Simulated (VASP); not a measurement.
# C in VASP: a series of runs

Runs on C. Level: PBEsol. Tasks: single point, relaxation of cell and atoms.

All numbers are computed with VASP 6.6.1; they aren't measurements. Logs are shortened: lines on timing, memory, paths and dates and some standing lists are left out, and cuts for length are marked.

### Step 1. The cell of the first run

Symmetry: Fmmm, No. 69, orthorhombic system. The conventional cell has a = 2.459 Å, b = 4.259 Å, c = 7.387 Å, α = 90.00°, β = 90.00°, γ = 90.00°. C (site symmetry m2m) has 3 C at 1.42 Å within 1.9 Å.

### Step 2. Single point, PBEsol

The input, INCAR:

```
SYSTEM = C
PREC = Accurate ; ENCUT = 520
EDIFF = 1E-6 ; ISMEAR = -1
SIGMA = 0.15 ; LREAL = .FALSE.
LASPH = .TRUE. ; NELM = 80
ALGO = Normal ; ISIF = 2
LWAVE = .FALSE. ; LCHARG = .TRUE.
GGA = PS ; LELF = .TRUE.
LVHAR = .TRUE. ; NBANDS = 16
```

The input, KPOINTS:

```
Automatic mesh
0
G
  18 18 6
  0 0 0
```

The input, POSCAR:

```
C
1.0
    1.2295705324     -2.1292600383      0.0000000000
    1.2295705324      2.1292600383      0.0000000000
    0.0000000000      0.0000000000      7.3869395943
C
4
Direct
    0.0833263329      0.9166736671      0.7500000000
    0.5833263329      0.4166736671      0.2500000000
    0.9166736671      0.0833263329      0.2500000000
    0.4166736671      0.5833263329      0.7500000000
```

Potentials or basis: VASP PAW PBE potentials, release 64 (C).

Run with:

```console
cat potpaw_PBE.64/C/POTCAR > POTCAR
mpirun -np 1 vasp_std > vasp.out
```

OUTCAR:

```text
SYSTEM = C
   PREC = Accurate
   ENCUT = 520
   EDIFF = 1E-6
   ISMEAR = -1
   LREAL = .FALSE.
   LASPH = .TRUE.
   NELM = 80
   ISIF = 2
   GGA = PS

 ion  position               nearest neighbor table
   1  0.083  0.917  0.750-   4 1.42   4 1.42   4 1.42
   2  0.583  0.417  0.250-   3 1.42   3 1.42   3 1.42
   3  0.917  0.083  0.250-   2 1.42   2 1.42   2 1.42
   4  0.417  0.583  0.750-   1 1.42   1 1.42   1 1.42

  LATTYP: Found a base centered orthorhombic cell.
 ALAT       =     2.4591410648
 B/A-ratio  =     1.7317103673
 C/A-ratio  =     3.0038698064

  Lattice vectors:

 A1 = (   1.2295705324,  -2.1292600383,   0.0000000000)
 A2 = (   1.2295705324,   2.1292600383,   0.0000000000)
 A3 = (   0.0000000000,   0.0000000000,   7.3869395943)

Analysis of symmetry for initial positions (statically):
=====================================================================
 Subroutine PRICEL returns following result:

  LATTYP: Found a face centered orthorhombic cell.
 ALAT       =     2.4591410648
 B/A-ratio  =     1.7317103673
 C/A-ratio  =     3.0038698064

  Lattice vectors:

 A1 = (   0.0000000000,  -2.1292600383,  -3.6934697971)
 A2 = (   1.2295705324,   0.0000000000,  -3.6934697971)
 A3 = (   1.2295705324,  -2.1292600383,   0.0000000000)

   2 primitive cells build up your supercell.

 Routine SETGRP: Setting up the symmetry group for a
 base centered orthorhombic supercell.

 Subroutine GETGRP returns: Found  8 space group operations
 (whereof  4 operations were pure point group operations)
 out of a pool of  8 trial point group operations.

The static configuration has the point symmetry C_2h.
 The point group associated with its full space group is D_2h.

Analysis of symmetry for dynamics (positions and initial velocities):
=====================================================================
 Subroutine PRICEL returns following result:

  LATTYP: Found a face centered orthorhombic cell.
 ALAT       =     2.4591410648
 B/A-ratio  =     1.7317103673
 C/A-ratio  =     3.0038698064

  Lattice vectors:

 A1 = (   0.0000000000,  -2.1292600383,  -3.6934697971)
 A2 = (   1.2295705324,   0.0000000000,  -3.6934697971)
 A3 = (   1.2295705324,  -2.1292600383,   0.0000000000)

   2 primitive cells build up your supercell.

 Routine SETGRP: Setting up the symmetry group for a
 base centered orthorhombic supercell.

 Subroutine GETGRP returns: Found  8 space group operations
 (whereof  4 operations were pure point group operations)
 out of a pool of  8 trial point group operations.

The dynamic configuration has the point symmetry C_2h.
 The point group associated with its full space group is D_2h.

 Subroutine INISYM returns: Found  8 space group operations
 (whereof  4 operations are pure point group operations),
 and found     2 'primitive' translations

----------------------------------------------------------------------------------------

                                     Primitive cell

  volume of cell :      19.3396

  direct lattice vectors                    reciprocal lattice vectors
     0.000000000 -2.129260038 -3.693469797    -0.406646050 -0.234823362 -0.135374059
     1.229570532  0.000000000 -3.693469797     0.406646050  0.234823362 -0.135374059
     1.229570532 -2.129260038  0.000000000     0.406646050 -0.234823362  0.135374059

  length of vectors
     4.263269573  3.892757742  2.458778560     0.488701501  0.488701501  0.488701501

  position of ions in fractional coordinates (direct lattice)
     0.333326333  0.166673667  0.833326333
     0.666673667  0.833326333  0.166673667

  ion indices of the primitive-cell ions
   primitive index   ion index
                 1           1
                 2           4

----------------------------------------------------------------------------------------

 KPOINTS: Automatic mesh

Automatic generation of k-mesh.
 Grid dimensions read from file:
 generate k-points for:   18   18    6

 Generating k-lattice:

  Cartesian coordinates                     Fractional coordinates (reciprocal lattice)
     0.022591447 -0.013045742  0.000000000     0.055555556  0.000000000  0.000000000
     0.022591447  0.013045742  0.000000000     0.000000000  0.055555556  0.000000000
     0.000000000  0.000000000  0.022562343     0.000000000  0.000000000  0.166666667

  Length of vectors
     0.026087638  0.026087638  0.022562343

  Shift w.r.t. Gamma in fractional coordinates (k-lattice)
     0.000000000  0.000000000  0.000000000

 Subroutine IBZKPT returns following result:
 ===========================================

 Found    364 irreducible k-points:

 Following reciprocal coordinates:
            Coordinates               Weight
  0.000000  0.000000  0.000000      1.000000
  0.055556  0.000000  0.000000      4.000000
  0.111111  0.000000  0.000000      4.000000
  0.166667  0.000000  0.000000      4.000000
  0.222222  0.000000  0.000000      4.000000
  0.277778  0.000000  0.000000      4.000000
[... 16 lines left out ...]
 -0.277778  0.055556  0.000000      4.000000
 -0.222222  0.055556  0.000000      4.000000
 [... further k-points ...]
   k-points           NKPTS =    364   k-points in BZ     NKDIM =    364   number of bands    NBANDS=     16
   number of dos      NEDOS =    301   number of ions     NIONS =      4
   total plane-waves  NPLWV =  18144
   dimension x,y,z NGX =    18 NGY =   18 NGZ =   56
   dimension x,y,z NGXF=    36 NGYF=   36 NGZF=  112
   ions per type =               4
   NGX,Y,Z   is equivalent  to a cutoff of  12.17, 12.17, 12.60 a.u.
   NGXF,Y,Z  is equivalent  to a cutoff of  24.34, 24.34, 25.21 a.u.
 SYSTEM =  C
   PREC   = accura    normal or accurate (medium, high low for compatibility)
   ISTART =      0    job   : 0-new  1-cont  2-samecut
   ICHARG =      2    charge: 1-file 2-atom 10-const
   ISPIN  =      1    spin polarized calculation?
   LNONCOLLINEAR =      F non collinear calculations
   LSORBIT =      F    spin-orbit coupling
   LASPH  =      T    aspherical Exc in radial PAW
   ENCUT  =  520.0 eV  38.22 Ry    6.18 a.u.   4.57  4.57 13.73*2*pi/ulx,y,z
   NELM   =     80;   NELMIN=  2; NELMDL= -5     # of ELM steps
   EDIFF  = 0.1E-05   stopping-criterion for ELM
   LREAL  =      F    real-space projection
   EDIFFG = 0.1E-04   stopping-criterion for IOM
   NSW    =      0    number of steps for IOM
   IBRION =     -1    ionic relax: 0-MD 1-quasi-New 2-CG
   NFREE  =      0    steps in history (QN), initial steepest desc. (CG)
   ISIF   =      2    stress and relaxation
   ISYM   =      2    0-nonsym 1-usesym 2-fastsym
   POTIM  = 0.5000    time-step for ionic-motion
   TEBEG  =    0.0;   TEEND  =   0.0 temperature during run
   PSTRESS=    0.0 pullay stress
   NELECT =      16.0000    total number of electrons
   NUPDOWN=      -1.0000    fix difference up-down
   EMIN   =  10.00;   EMAX   =-10.00  energy-range for DOS
   EFERMI =   0.00;   METHOD = LEGACY
   ISMEAR =    -1;   SIGMA  =   0.15  broadening in eV -4-tet -1-fermi 0-gaus
   EFERMI_NEDOS =   21; number of points for ismear=-14 and -15
   IALGO  =     38    algorithm
   IMIX   =      4    mixing-type and parameters
     AMIX     =   0.40;   BMIX     =  1.00
     AMIX_MAG =   1.60;   BMIX_MAG =  1.00
  volume/ion in A,a.u.               =       9.67        65.25
  Fermi-wavevector in a.u.,A,eV,Ry     =   1.219802  2.305091 20.244331  1.487916
  Thomas-Fermi vector in A             =   2.355041
   LORBIT       =      0    0 simple, 1 ext, 2 COOP (PROOUT), +10 PAW based schemes
   GGA     = PS    functional components
   LHFCALC =     F    Hartree Fock is set to
   AEXX    =    0.0000 exact exchange contribution
   IVDW    =     0    specifies the selected vdW correction
   LEPSILON=     F    determine dielectric tensor
   LRPA    =     F    only Hartree local field effects (RPA)
 non-spin polarized calculation
  energy-cutoff  :      520.00
  volume of cell :       38.68
 maximum number of plane-waves:      1062
   NGX =  9   NGY =  9   NGZ = 27

 number of electron      15.9999994 magnetization

 Free energy of the ion-electron system (eV)
  ---------------------------------------------------
  ext. energy  EPLUGINS =         0.00000000
  ---------------------------------------------------
  free energy    TOTEN  =       -38.58028982 eV

  energy without entropy =      -38.57497674  energy(sigma->0) =      -38.57763328

 E-fermi :   3.8464     XC(G=0):  -9.8788

 val. band max:        3.8446771187   @ k =   0.3333   0.3333   0.5000
 cond. band min:       3.9056468066   @ k =   0.3333   0.3333   0.3333
 fundamental gap:      0.0609696879
 Fermi energy:         3.8463876585

 k-point     1 :       0.0000    0.0000    0.0000
  band No.  band energies     occupation
      1     -15.7649      2.00000
      2     -15.6246      2.00000
      3      -4.4288      2.00000
      4      -3.2306      2.00000
      5       0.8479      2.00000
      6       0.8544      2.00000
[... 8 lines left out ...]
     15      15.3797      0.00000
     16      15.4419      0.00000

 k-point     2 :       0.0556    0.0000    0.0000
  band No.  band energies     occupation
      1     -15.6913      2.00000
      2     -15.5516      2.00000
      3      -4.3391      2.00000
      4      -3.1447      2.00000
      5       0.5507      2.00000
      6       0.5618      2.00000
[... 8 lines left out ...]
     15      15.1114      0.00000
     16      15.1929      0.00000

 k-point     3 :       0.1111    0.0000    0.0000
  band No.  band energies     occupation
      1     -15.4705      2.00000
      2     -15.3330      2.00000
      3      -4.0709      2.00000
      4      -2.8884      2.00000
      5      -0.2729      2.00000
      6      -0.2552      2.00000
[... 8 lines left out ...]
     15      14.3483      0.00000
     16      14.4889      0.00000

 k-point     4 :       0.1667    0.0000    0.0000
  band No.  band energies     occupation
      1     -15.1036      2.00000
      2     -14.9697      2.00000
      3      -3.6268      2.00000
      4      -2.4651      2.00000
      5      -1.4563      2.00000
      6      -1.4297      2.00000
[... 8 lines left out ...]
     15      14.7658      0.00000
     16      14.7661      0.00000

 k-point     5 :       0.2222    0.0000    0.0000
  band No.  band energies     occupation
      1     -14.5927      2.00000
      2     -14.4635      2.00000
      3      -3.0122      2.00000
      4      -2.8422      2.00000
      5      -2.8055      2.00000
      6      -1.8824      2.00000
[... 8 lines left out ...]
     15      16.4284      0.00000
     16      16.4285      0.00000

 k-point     6 :       0.2778    0.0000    0.0000
  band No.  band energies     occupation
      1     -13.9405      2.00000
      2     -13.8175      2.00000
      3      -4.3154      2.00000
      4      -4.2681      2.00000
      5      -2.2368      2.00000
      6      -1.4545      2.00000
[... 8 lines left out ...]
     15      18.2834      0.00000
     16      18.2838      0.00000
[... 267 lines left out ...]
 k-point    21 :      -0.3889    0.0556    0.0000
  band No.  band energies     occupation
      1     -12.6565      2.00000
      2     -12.5453      2.00000
      3      -6.4930      2.00000
      4      -6.4315      2.00000
      5      -2.3629      2.00000
      6      -2.3498      2.00000
[... 8 lines left out ...]
     15      18.1940      0.00000
     16      19.7125      0.00000

 k-point    22 :      -0.3333    0.0556    0.0000
  band No.  band energies     occupation
      1     -13.5093      2.00000
      2     -13.3902      2.00000
      3      -5.0404      2.00000
      4      -4.9899      2.00000
      5      -1.9433      2.00000
      6      -1.9313      2.00000
[... 8 lines left out ...]
     15      18.1058      0.00000
     16      18.5814      0.00000

 k-point    23 :      -0.2778    0.0556    0.0000
  band No.  band energies     occupation
      1     -14.2297      2.00000
      2     -14.1039      2.00000
      3      -3.5769      2.00000
      4      -3.5380      2.00000
      5      -2.5790      2.00000
      6      -1.4726      2.00000
[... 8 lines left out ...]
     15      16.7634      0.00000
     16      16.8972      0.00000

 k-point    24 :      -0.2222    0.0556    0.0000
  band No.  band energies     occupation
      1     -14.8112      2.00000
      2     -14.6800      2.00000
      3      -3.2746      2.00000
      4      -2.1723      2.00000
      5      -2.1457      2.00000
      6      -2.1297      2.00000
[... 8 lines left out ...]
     15      15.2579      0.00000
     16      15.3217      0.00000

 [... further k-points ...]
[... 5 lines left out ...]
  --------------------------------------------------------------------------------------
  -------------------------------------------------------------------------------------
  Total        0.2285830      0.2290421     -0.0155448      0.0000000     -0.0000000      0.0000000
  in kB        9.4684283      9.4874428     -0.6439022      0.0000000     -0.0000000      0.0000000
  external PRESSURE =       6.1039896 kB  Pullay stress =       0.0000000 kB

 VOLUME and BASIS-vectors are now :
 -----------------------------------------------------------------------------
  energy-cutoff  :      520.00
  volume of cell :       38.68
      direct lattice vectors                 reciprocal lattice vectors
     1.229570532 -2.129260038  0.000000000     0.406646050 -0.234823362  0.000000000
     1.229570532  2.129260038  0.000000000     0.406646050  0.234823362  0.000000000
     0.000000000  0.000000000  7.386939594     0.000000000  0.000000000  0.135374059

 POSITION                                       TOTAL-FORCE (eV/Angst)
 -----------------------------------------------------------------------------------
      1.22957      1.77441      5.54020         0.000000      0.000117      0.000000
      1.22957     -0.35485      1.84673         0.000000      0.000117     -0.000000
      1.22957     -1.77441      1.84673         0.000000     -0.000117      0.000000
      1.22957      0.35485      5.54020         0.000000     -0.000117     -0.000000
 -----------------------------------------------------------------------------------
    total drift:                                0.000000     -0.000000      0.000000

  FREE ENERGIE OF THE ION-ELECTRON SYSTEM (eV)
  ---------------------------------------------------
  free  energy   TOTEN  =       -38.5802898189 eV

  energy  without entropy=      -38.5749767381  energy(sigma->0) =      -38.57763328
```

It took 4.5 min on 1 thread of Intel Xeon 8259CL, shared host; peak memory 0.27 GiB.

What came out:

```yaml
Free_energy: -38.5803 eV
Pressure: 0.6 GPa
Band_gap_on_the_k_mesh: zero (filled and empty bands touch)
```

Caveat: this functional lacks dispersion, which binds layers or chains, so the pressure and a relaxed spacing across them are unreliable; the PAW data sets were made with another functional, which shifts forces and pressure a little.

### Step 3. Single point, PBEsol

The input, INCAR:

```
PREC = Accurate
ENCUT = 520
EDIFF = 1E-6
ISMEAR = -1
SIGMA = 0.15
LREAL = False
LASPH = True
NELM = 80
ALGO = Normal
ISIF = 2
LWAVE = False
LCHARG = False
GGA = PS
NBANDS = 16
```

The input, KPOINTS:

```
Automatic mesh
0
Gamma
  18 18 6
```

POSCAR is that of step 2.

Potentials or basis: VASP PAW PBE potentials, release 64 (C).

Run with:

```console
cat potpaw_PBE.64/C/POTCAR > POTCAR
mpirun -np 1 vasp_std > vasp.out
```

Run time: 4 min. Hardware: 1 thread of Intel Xeon 8259CL, shared host; peak memory 0.26 GiB.

Results (log left out):

| Item | Value |
| --- | --- |
| Free energy | -38.5803 eV |
| Pressure | 0.6 GPa |
| Band gap on the k mesh | zero (filled and empty bands touch) |

Stress tensor (GPa, compression positive):
```
 0.95  0.00  0.00
 0.00  0.95  0.00
 0.00  0.00 -0.06
```

Levels at points of the mesh, in eV from the Fermi level:
```
           k point  band 5  band 6  band 7  band 8  band 9  band 10  band 11  band 12
(0.00, 0.00, 0.00)   -3.00   -2.99   -2.99   -2.99    3.42     8.33     8.33     8.35
(0.50, 0.00, 0.00)   -6.41   -6.41   -2.41   -2.41    1.72     1.72     7.44     7.44
(0.50, 0.50, 0.00)   -6.43   -6.41   -2.77   -1.95    1.17     2.17     7.34     7.53
(0.00, 0.00, 0.50)   -2.99   -2.99   -2.99   -2.99    5.41     5.41     8.35     8.35
(0.50, 0.00, 0.50)   -6.41   -6.41   -2.38   -2.38    1.63     1.63     7.44     7.44
(0.50, 0.50, 0.50)   -6.42   -6.42   -2.38   -2.38    1.63     1.63     7.43     7.43
```

Caveat: this functional lacks dispersion, which binds layers or chains, so the pressure and a relaxed spacing across them are unreliable; the PAW data sets were made with another functional, which shifts forces and pressure a little.

(Part 1 of 2 ends here.)

The gap in the log of VASP goes by the Fermi energy; the results here count the filled bands.